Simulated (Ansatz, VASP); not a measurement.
## NaH in VASP and in Ansatz

INCAR

```
SYSTEM = NaH
PREC = Accurate ; ENCUT = 520
EDIFF = 1E-6 ; ISMEAR = -1
SIGMA = 0.08 ; LREAL = .False.
LASPH = .True. ; NELM = 80
ALGO = Normal ; ISIF = 2
LWAVE = .False. ; LCHARG = .False.
GGA = PE ; NBANDS = 11
```

The input KPOINTS:

```
regular mesh
0
Gamma
  12 12 12
  0 0 0
```

The input POSCAR:

```
NaH
1.0
    0.0000000000      2.4155554168      2.4155554168
    2.4155554168      0.0000000000      2.4155554168
    2.4155554168      2.4155554168      0.0000000000
Na H
1 1
Direct
    0.0000000000      0.0000000000      0.0000000000
    0.5000000000      0.5000000000      0.5000000000
```

Input for Ansatz:

```yaml
crystal:
  lattice:
    - [0.0, 2.4155554168, 2.4155554168]
    - [2.4155554168, 0.0, 2.4155554168]
    - [2.4155554168, 2.4155554168, 0.0]
  atoms:
    - { symbol: Na, position: [0.0, 0.0, 0.0] }
    - { symbol: H, position: [0.5, 0.5, 0.5] }
kpoints:
  mp_grid: { grid: [12, 12, 12] }
  band_path:
    path:
      - [0.0, 0.0, 0.0]
      - [0.5, 0.0, 0.5]
      - [0.625, 0.25, 0.625]
      - [0.375, 0.375, 0.75]
      - [0.0, 0.0, 0.0]
      - [0.5, 0.5, 0.5]
      - [0.5, 0.25, 0.75]
      - [0.5, 0.0, 0.5]
    npoints: 8
scf:
  occupations: { method: fermi_dirac, width: 0.08 }
hamiltonian:
  xc: pbe
  pseudopotentials: { kind: all_electron, lapw: { basis_error: 0.0005 } }
output:
  forces: true
  stress: true
  eigenvalues: true
  fatbands: true
  populations: true
  dos: { projected: true, de: 0.2, e_range: [-14, 8] }
```

Alike in both runs: task single point; functional PBE; k mesh 12 × 12 × 12; occupations fermi-dirac, width 0.08 eV; no spin polarisation.

|  | VASP | Ansatz |
| --- | --- | --- |
| version | VASP 6.6.1 | Ansatz 0.2.0 |
| potentials or method | VASP PAW PBE potentials, release 64 (Na_pv, H), cutoff 520 eV | all-electron LAPW, scalar-relativistic |

|  | VASP | Ansatz | Ansatz less VASP |
| --- | --- | --- | --- |
| gap on the k mesh at the Fermi level (eV) | 3.76 | 3.76 | +0.002 |
| pressure (GPa) | 0.0 | 0.0 | +0.05 |

Ansatz ran all-electron here, and VASP with PAW potentials.
